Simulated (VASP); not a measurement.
**CsTl: single point with PBE**

Crystal: CsTl.

```xyz
2
Lattice="4.5227 0.0000 0.0000 0.0000 4.5227 0.0000 0.0000 0.0000 4.5227" Properties=species:S:1:pos:R:3 pbc="T T T"
Cs    2.2613    2.2613    2.2613
Tl    0.0000    0.0000    0.0000
```

The cell was generated, and may not be a known phase.

```json
{
 "Program": "VASP 6.6.1",
 "Task": "single point",
 "Functional": "PBE",
 "Potentials or basis": "VASP PAW PBE potentials, release 64 (Cs_sv, Tl_d)",
 "Cutoff": "520 eV",
 "k mesh": "4 × 4 × 4",
 "Occupations": "gaussian, width 0.1 eV",
 "Spin": "no spin polarisation",
 "Dipole correction": "no",
 "Further INCAR settings": "ALGO = Normal; EDIFF = 1e-06; NBANDS = 18"
}
```

* Pressure: 0.9 GPa
* Band gap on the k mesh: zero (bands 11 and 12 overlap by 2.77 eV)

Levels at points of the mesh, in eV from the Fermi level:
```tsv
k point	band 8	band 9	band 10	band 11	band 12	band 13	band 14	band 15
(0.00, 0.00, 0.00)	-9.38	-9.38	-6.96	1.87	1.87	2.43	2.43	2.43
(0.50, 0.00, 0.00)	-9.29	-9.29	-5.89	-1.56	1.59	1.59	2.48	5.48
(0.50, 0.50, 0.00)	-9.79	-9.28	-6.15	0.18	0.18	2.02	3.08	3.95
(0.50, 0.50, 0.50)	-9.61	-9.61	-5.58	-0.89	-0.89	-0.89	5.51	5.51
```

Run time: 17 s on 1 thread of Intel(R) Xeon(R) Platinum 8375C CPU @ 2.90GHz (Ice Lake), on a shared host, peak memory 0.2 GiB.

Caveat: spin-orbit coupling is left out, which moves the levels of the heavy elements.
